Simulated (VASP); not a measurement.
# BaTiO3 (P4/mmm) in VASP: a series of runs

Runs on BaTiO3. Level: PBEsol. Tasks: single point.

All numbers are computed with VASP 6.6.1; they aren't measurements. Logs are shortened: lines on timing, memory, paths and dates and some standing lists are left out, and cuts for length are marked.

### Step 1. The cell of the first run

The structure is tetragonal, space group P4/mmm (No. 123). Conventional cell: a = 3.920 Å, b = 3.920 Å, c = 4.018 Å, α = 90.00°, β = 90.00°, γ = 90.00°. Ba (site symmetry 4/mmm) has 12 O at 2.77 to 2.81 Å and 8 Ti at 3.42 Å within 3.7 Å. Within 2.6 Å of Ti (site symmetry 4/mmm) lie 6 O at 1.96 to 2.01 Å. O (site symmetry 4/mmm) has 2 Ti at 2.01 Å within 2.7 Å. Within 2.6 Å of O (site symmetry mmm) lie 2 Ti at 1.96 Å.

### Step 2. Single point, PBEsol (equal xx and yy strain of -2 %)

INCAR

```
SYSTEM = BaTiO3
PREC = Accurate
ENCUT = 520
EDIFF = 1E-7
ISMEAR = -1
SIGMA = 0.03
LREAL = .False.
LASPH = .True.
NELM = 80
ALGO = Normal
ISIF = 2
LWAVE = .False.
LCHARG = .False.
GGA = PS
NBANDS = 28
```

KPOINTS

```
regular mesh
0
Gamma
  7 7 7
  0 0 0
```

POSCAR

```
BaTiO3
1.0
    3.9198040000      0.0000000000      0.0000000000
    0.0000000000      3.9198040000      0.0000000000
    0.0000000000      0.0000000000      4.0180000000
Ba Ti O
1 1 3
Direct
    0.0000000000      0.0000000000      0.0000000000
    0.5000000000      0.5000000000      0.5000000000
    0.5000000000      0.5000000000      0.0000000000
    0.5000000000      0.0000000000      0.5000000000
    0.0000000000      0.5000000000      0.5000000000
```

Potentials or basis: VASP PAW PBE potentials, release 64 (Ba_sv, Ti_sv, O).

On the command line:

```bash
cat potpaw_PBE.64/Ba_sv/POTCAR potpaw_PBE.64/Ti_sv/POTCAR potpaw_PBE.64/O/POTCAR > POTCAR
mpirun -np 1 vasp_std > vasp.out
```

OUTCAR:

```text
SYSTEM = BaTiO3
   PREC = Accurate
   ENCUT = 520
   EDIFF = 1E-7
   ISMEAR = -1
   LREAL = .False.
   LASPH = .True.
   NELM = 80
   ISIF = 2
   GGA = PS

 ion  position               nearest neighbor table
   1  0.000  0.000  0.000-   3 2.77   3 2.77   3 2.77   3 2.77   5 2.81   4 2.81   5 2.81   5 2.81
                             5 2.81   4 2.81   4 2.81   4 2.81   2 3.42   2 3.42   2 3.42   2 3.42
   2  0.500  0.500  0.500-   4 1.96   5 1.96   4 1.96   5 1.96   3 2.01   3 2.01   1 3.42   1 3.42
                             1 3.42   1 3.42   1 3.42   1 3.42   1 3.42   1 3.42
   3  0.500  0.500  0.000-   2 2.01   2 2.01   1 2.77   1 2.77   1 2.77   1 2.77
   4  0.500  0.000  0.500-   2 1.96   2 1.96   1 2.81   1 2.81   1 2.81   1 2.81
   5  0.000  0.500  0.500-   2 1.96   2 1.96   1 2.81   1 2.81   1 2.81   1 2.81

  LATTYP: Found a simple tetragonal cell.
 ALAT       =     3.9198040000
 C/A-ratio  =     1.0250512526

  Lattice vectors:

 A1 = (   3.9198040000,   0.0000000000,   0.0000000000)
 A2 = (   0.0000000000,   3.9198040000,   0.0000000000)
 A3 = (   0.0000000000,   0.0000000000,   4.0180000000)

Analysis of symmetry for initial positions (statically):
=====================================================================
 Subroutine PRICEL returns:
 Original cell was already a primitive cell.

 Routine SETGRP: Setting up the symmetry group for a
 simple tetragonal supercell.

 Subroutine GETGRP returns: Found 16 space group operations
 (whereof 16 operations were pure point group operations)
 out of a pool of 16 trial point group operations.

The static configuration has the point symmetry D_4h.

Analysis of symmetry for dynamics (positions and initial velocities):
=====================================================================
 Subroutine PRICEL returns:
 Original cell was already a primitive cell.

 Routine SETGRP: Setting up the symmetry group for a
 simple tetragonal supercell.

 Subroutine GETGRP returns: Found 16 space group operations
 (whereof 16 operations were pure point group operations)
 out of a pool of 16 trial point group operations.

The dynamic configuration has the point symmetry D_4h.

 Subroutine INISYM returns: Found 16 space group operations
 (whereof 16 operations are pure point group operations),
 and found     1 'primitive' translations

----------------------------------------------------------------------------------------

                                     Primitive cell

  volume of cell :      61.7360

  direct lattice vectors                    reciprocal lattice vectors
     3.919804000  0.000000000  0.000000000     0.255114797  0.000000000  0.000000000
     0.000000000  3.919804000  0.000000000     0.000000000  0.255114797  0.000000000
     0.000000000  0.000000000  4.018000000     0.000000000  0.000000000  0.248880040

  length of vectors
     3.919804000  3.919804000  4.018000000     0.255114797  0.255114797  0.248880040

  position of ions in fractional coordinates (direct lattice)
     0.000000000  0.000000000  0.000000000
     0.500000000  0.500000000  0.500000000
     0.500000000  0.500000000  0.000000000
     0.500000000  0.000000000  0.500000000
     0.000000000  0.500000000  0.500000000

  ion indices of the primitive-cell ions
   primitive index   ion index
                 1           1
                 2           2
                 3           3
                 4           4
                 5           5

----------------------------------------------------------------------------------------

 KPOINTS: regular mesh

Automatic generation of k-mesh.
 Grid dimensions read from file:
 generate k-points for:    7    7    7

 Generating k-lattice:

  Cartesian coordinates                     Fractional coordinates (reciprocal lattice)
     0.036444971  0.000000000  0.000000000     0.142857143  0.000000000  0.000000000
     0.000000000  0.036444971  0.000000000     0.000000000  0.142857143  0.000000000
     0.000000000  0.000000000  0.035554291     0.000000000  0.000000000  0.142857143

  Length of vectors
     0.036444971  0.036444971  0.035554291

  Shift w.r.t. Gamma in fractional coordinates (k-lattice)
     0.000000000  0.000000000  0.000000000

 Subroutine IBZKPT returns following result:
 ===========================================

 Found     40 irreducible k-points:

 Following reciprocal coordinates:
            Coordinates               Weight
  0.000000  0.000000  0.000000      1.000000
  0.142857  0.000000  0.000000      4.000000
  0.285714  0.000000  0.000000      4.000000
  0.428571  0.000000  0.000000      4.000000
  0.142857  0.142857  0.000000      4.000000
  0.285714  0.142857  0.000000      8.000000
[... 16 lines left out ...]
  0.285714  0.000000  0.285714      8.000000
  0.428571  0.000000  0.285714      8.000000
 [... further k-points ...]
   k-points           NKPTS =     40   k-points in BZ     NKDIM =     40   number of bands    NBANDS=     28
   number of dos      NEDOS =    301   number of ions     NIONS =      5
   total plane-waves  NPLWV =  27000
   dimension x,y,z NGX =    30 NGY =   30 NGZ =   30
   dimension x,y,z NGXF=    60 NGYF=   60 NGZF=   60
   ions per type =               1   1   3
   NGX,Y,Z   is equivalent  to a cutoff of  12.72, 12.72, 12.41 a.u.
   NGXF,Y,Z  is equivalent  to a cutoff of  25.45, 25.45, 24.83 a.u.
 SYSTEM =  BaTiO3
   PREC   = accura    normal or accurate (medium, high low for compatibility)
   ISTART =      0    job   : 0-new  1-cont  2-samecut
   ICHARG =      2    charge: 1-file 2-atom 10-const
   ISPIN  =      1    spin polarized calculation?
   LNONCOLLINEAR =      F non collinear calculations
   LSORBIT =      F    spin-orbit coupling
   LASPH  =      T    aspherical Exc in radial PAW
   ENCUT  =  520.0 eV  38.22 Ry    6.18 a.u.   7.29  7.29  7.47*2*pi/ulx,y,z
   NELM   =     80;   NELMIN=  2; NELMDL= -5     # of ELM steps
   EDIFF  = 0.1E-06   stopping-criterion for ELM
   LREAL  =      F    real-space projection
   EDIFFG = 0.1E-05   stopping-criterion for IOM
   NSW    =      0    number of steps for IOM
   IBRION =     -1    ionic relax: 0-MD 1-quasi-New 2-CG
   NFREE  =      0    steps in history (QN), initial steepest desc. (CG)
   ISIF   =      2    stress and relaxation
   ISYM   =      2    0-nonsym 1-usesym 2-fastsym
   POTIM  = 0.5000    time-step for ionic-motion
   TEBEG  =    0.0;   TEEND  =   0.0 temperature during run
   PSTRESS=    0.0 pullay stress
   NELECT =      40.0000    total number of electrons
   NUPDOWN=      -1.0000    fix difference up-down
   EMIN   =  10.00;   EMAX   =-10.00  energy-range for DOS
   EFERMI =   0.00;   METHOD = LEGACY
   ISMEAR =    -1;   SIGMA  =   0.03  broadening in eV -4-tet -1-fermi 0-gaus
   EFERMI_NEDOS =   21; number of points for ismear=-14 and -15
   IALGO  =     38    algorithm
   IMIX   =      4    mixing-type and parameters
     AMIX     =   0.40;   BMIX     =  1.00
     AMIX_MAG =   1.60;   BMIX_MAG =  1.00
  volume/ion in A,a.u.               =      12.35        83.32
  Fermi-wavevector in a.u.,A,eV,Ry     =   1.416604  2.676994 27.303740  2.006768
  Thomas-Fermi vector in A             =   2.537922
   LORBIT       =      0    0 simple, 1 ext, 2 COOP (PROOUT), +10 PAW based schemes
   GGA     = PS    functional components
   LHFCALC =     F    Hartree Fock is set to
   AEXX    =    0.0000 exact exchange contribution
   IVDW    =     0    specifies the selected vdW correction
   LEPSILON=     F    determine dielectric tensor
   LRPA    =     F    only Hartree local field effects (RPA)
 non-spin polarized calculation
  energy-cutoff  :      520.00
  volume of cell :       61.74
 maximum number of plane-waves:      1687
 NGX is ok and might be reduce to    30
   NGX = 15   NGY = 15   NGZ = 15

 number of electron      39.9999993 magnetization

 Free energy of the ion-electron system (eV)
  ---------------------------------------------------
  ext. energy  EPLUGINS =         0.00000000
  ---------------------------------------------------
  free energy    TOTEN  =       -41.94129510 eV

  energy without entropy =      -41.94129510  energy(sigma->0) =      -41.94129510

 E-fermi :   4.6815     XC(G=0): -11.7183

 val. band max:        3.9329980629   @ k =   0.4286   0.4286   0.4286
 cond. band min:       5.7440983832   @ k =   0.0000   0.0000   0.0000
 fundamental gap:      1.8111003203
 Fermi energy:         4.6814863092

 k-point     1 :       0.0000    0.0000    0.0000
  band No.  band energies     occupation
      1     -52.2172      2.00000
      2     -28.5705      2.00000
      3     -28.5705      2.00000
      4     -28.5543      2.00000
      5     -20.6920      2.00000
      6     -12.9280      2.00000
[... 20 lines left out ...]
     27       9.0760      0.00000
     28      11.6071      0.00000

 k-point     2 :       0.1429    0.0000    0.0000
  band No.  band energies     occupation
      1     -52.2170      2.00000
      2     -28.5841      2.00000
      3     -28.5699      2.00000
      4     -28.5537      2.00000
      5     -20.6627      2.00000
      6     -12.9334      2.00000
[... 20 lines left out ...]
     27       9.5038      0.00000
     28      12.1240      0.00000

 k-point     3 :       0.2857    0.0000    0.0000
  band No.  band energies     occupation
      1     -52.2163      2.00000
      2     -28.6147      2.00000
      3     -28.5687      2.00000
      4     -28.5525      2.00000
      5     -20.5955      2.00000
      6     -13.0429      2.00000
[... 20 lines left out ...]
     27      10.5256      0.00000
     28      12.4064      0.00000

 k-point     4 :       0.4286    0.0000    0.0000
  band No.  band energies     occupation
      1     -52.2158      2.00000
      2     -28.6389      2.00000
      3     -28.5677      2.00000
      4     -28.5515      2.00000
      5     -20.5401      2.00000
      6     -13.1807      2.00000
[... 578 lines left out ...]
     27      10.8659      0.00000
     28      12.8602      0.00000

 k-point    23 :       0.2857    0.0000    0.2857
  band No.  band energies     occupation
      1     -52.2157      2.00000
      2     -28.6126      2.00000
      3     -28.5845      2.00000
      4     -28.5675      2.00000
      5     -20.5336      2.00000
      6     -12.9239      2.00000
[... 20 lines left out ...]
     27      11.9363      0.00000
     28      12.7393      0.00000

 k-point    24 :       0.4286    0.0000    0.2857
  band No.  band energies     occupation
      1     -52.2152      2.00000
      2     -28.6365      2.00000
      3     -28.5831      2.00000
      4     -28.5665      2.00000
      5     -20.4902      2.00000
      6     -12.8876      2.00000
[... 20 lines left out ...]
     27      12.6053      0.00000
     28      13.0765      0.00000

 [... further k-points ...]
[... 5 lines left out ...]
  --------------------------------------------------------------------------------------
  -------------------------------------------------------------------------------------
  Total        2.5296123      2.5296123      0.4072441      0.0000000      0.0000000      0.0000000
  in kB       65.6486680     65.6486680     10.5688260      0.0000000      0.0000000      0.0000000
  external PRESSURE =      47.2887207 kB  Pullay stress =       0.0000000 kB

 VOLUME and BASIS-vectors are now :
 -----------------------------------------------------------------------------
  energy-cutoff  :      520.00
  volume of cell :       61.74
      direct lattice vectors                 reciprocal lattice vectors
     3.919804000  0.000000000  0.000000000     0.255114797  0.000000000  0.000000000
     0.000000000  3.919804000  0.000000000     0.000000000  0.255114797  0.000000000
     0.000000000  0.000000000  4.018000000     0.000000000  0.000000000  0.248880040

 POSITION                                       TOTAL-FORCE (eV/Angst)
 -----------------------------------------------------------------------------------
      0.00000      0.00000      0.00000         0.000000      0.000000      0.000000
      1.95990      1.95990      2.00900         0.000000      0.000000      0.000000
      1.95990      1.95990      0.00000         0.000000      0.000000      0.000000
      1.95990      0.00000      2.00900         0.000000      0.000000      0.000000
      0.00000      1.95990      2.00900         0.000000      0.000000      0.000000
 -----------------------------------------------------------------------------------
    total drift:                                0.000000      0.000000     -0.000000

  FREE ENERGIE OF THE ION-ELECTRON SYSTEM (eV)
  ---------------------------------------------------
  free  energy   TOTEN  =       -41.9412950980 eV

  energy  without entropy=      -41.9412950980  energy(sigma->0) =      -41.94129510
```

It took 75 s on 1 thread of Intel Xeon Platinum 8488C (Sapphire Rapids), shared host; peak memory 0.21 GiB.

Results:

```yaml
Free_energy: -41.9413 eV
Pressure: 4.7 GPa
Band_gap_on_the_k_mesh: 1.81 eV, indirect (least direct gap 1.85 eV)
```

Caveat: the cell differs from its parent crystal (equal xx and yy strain of -2 %); the PAW data sets were made with another functional, which shifts forces and pressure a little; spin-orbit coupling is left out, which moves the levels of the heavy elements. A k mesh can miss the band edges.

### Step 3. Single point, PBEsol (equal xx and yy strain of +1 %)

INCAR

```
  PREC = Accurate
  ENCUT = 520
  EDIFF = 1E-7
  ISMEAR = -1
  SIGMA = 0.03
  LREAL = False
  LASPH = True
  NELM = 100
  ALGO = Normal
  ISIF = 2
  LWAVE = False
  LCHARG = False
  GGA = PS
  NBANDS = 28
```

KPOINTS

```
Automatic mesh
0
Gamma
  7 7 7
```

Changes to POSCAR since step 2:

```diff
@@ -2,4 +2,4 @@
 1.0
-    3.9198040000      0.0000000000      0.0000000000
-    0.0000000000      3.9198040000      0.0000000000
+    4.0397980000      0.0000000000      0.0000000000
+    0.0000000000      4.0397980000      0.0000000000
     0.0000000000      0.0000000000      4.0180000000
```

Potentials or basis: VASP PAW PBE potentials, release 64 (Ba_sv, Ti_sv, O).

On the command line:

```bash
cat potpaw_PBE.64/Ba_sv/POTCAR potpaw_PBE.64/Ti_sv/POTCAR potpaw_PBE.64/O/POTCAR > POTCAR
mpirun -np 1 vasp_std > vasp.out
```

Wall time 74 s (1 thread of Intel Xeon Platinum 8488C (Sapphire Rapids), shared host); peak memory 0.22 GiB.

Results (log left out):

| Item | Value |
| --- | --- |
| Free energy | -41.9390 eV |
| Pressure | -5.9 GPa |
| Band gap on the k mesh | 1.71 eV, indirect (least direct gap 1.81 eV) |

Stress tensor (GPa, compression positive):
```
-6.25  0.00  0.00
 0.00 -6.25  0.00
 0.00  0.00 -5.32
```

Levels at points of the mesh, in eV from the valence-band top:
```
           k point  band 16  band 17  band 18  band 19  band 20  band 21  band 22  band 23  band 24  band 25
(0.00, 0.00, 0.00)    -1.02    -1.00    -0.11    -0.11    -0.10     1.71     1.72     1.72     3.82     3.86
```

Caveat: the cell differs from its parent crystal (equal xx and yy strain of +1 %); the PAW data sets were made with another functional, which shifts forces and pressure a little; spin-orbit coupling is left out, which moves the levels of the heavy elements. A k mesh can miss the band edges.

### Step 4. Single point, PBEsol (equal xx and yy strain of +3 %)

INCAR

```
SYSTEM = BaTiO3
PREC = Accurate
ENCUT = 520
EDIFF = 1E-6
ISMEAR = -1
SIGMA = 0.03
LREAL = .FALSE.
LASPH = .TRUE.
NELM = 80
ALGO = Normal
ISIF = 2
LWAVE = .FALSE.
LCHARG = .FALSE.
GGA = PS
NBANDS = 28
```

KPOINTS

```
regular mesh
0
G
  7 7 7
  0 0 0
```

Changes to POSCAR since step 3:

```diff
@@ -2,4 +2,4 @@
 1.0
-    4.0397980000      0.0000000000      0.0000000000
-    0.0000000000      4.0397980000      0.0000000000
+    4.1197940000      0.0000000000      0.0000000000
+    0.0000000000      4.1197940000      0.0000000000
     0.0000000000      0.0000000000      4.0180000000
```

On the command line:

```bash
cat potpaw_PBE.64/Ba_sv/POTCAR potpaw_PBE.64/Ti_sv/POTCAR potpaw_PBE.64/O/POTCAR > POTCAR
mpirun -np 1 vasp_std > vasp.out
```

Wall time 62 s (1 thread of Intel Xeon Platinum 8488C (Sapphire Rapids), shared host); peak memory 0.23 GiB.

Results (log left out):

```
Free energy            : -41.7866 eV
Pressure               : -11.2 GPa
Band gap on the k mesh : 1.61 eV, indirect (least direct gap 1.73 eV)
```

Stress tensor (GPa, compression positive):
```
-12.43   0.00   0.00
  0.00 -12.43   0.00
  0.00   0.00  -8.78
```

Levels at points of the mesh, in eV from the valence-band top:
| k point | band 18 | band 19 | band 20 | band 21 | band 22 | band 23 |
| --- | --- | --- | --- | --- | --- | --- |
| (0.00, 0.00, 0.00) | -0.15 | -0.15 | -0.13 | 1.61 | 1.65 | 1.65 |

Caveat: the cell differs from its parent crystal (equal xx and yy strain of +3 %); the PAW data sets were made with another functional, which shifts forces and pressure a little; spin-orbit coupling is left out, which moves the levels of the heavy elements. A k mesh can miss the band edges.

### Step 5. The runs side by side

```csv
cell,gap on the mesh (eV),pressure (GPa)
"a = 3.920, b = 3.920, c = 4.018 Å, 5 atoms",1.81,4.7
"a = 4.040, b = 4.040, c = 4.018 Å, 5 atoms",1.71,-5.9
"a = 4.120, b = 4.120, c = 4.018 Å, 5 atoms",1.61,-11.2
```

Alike in all rows: task single point; level PBEsol; potentials or basis VASP PAW PBE potentials, release 64 (Ba_sv, Ti_sv, O); no spin polarisation; k mesh 7 × 7 × 7; cutoff (eV) 520; smearing fermi-dirac 0.03 eV.

Caveats: the PAW data sets were made with another functional, which shifts forces and pressure a little; spin-orbit coupling is left out, which moves the levels of the heavy elements.

Total energies depend on the potentials used, so only differences within one code and one set of settings carry meaning.
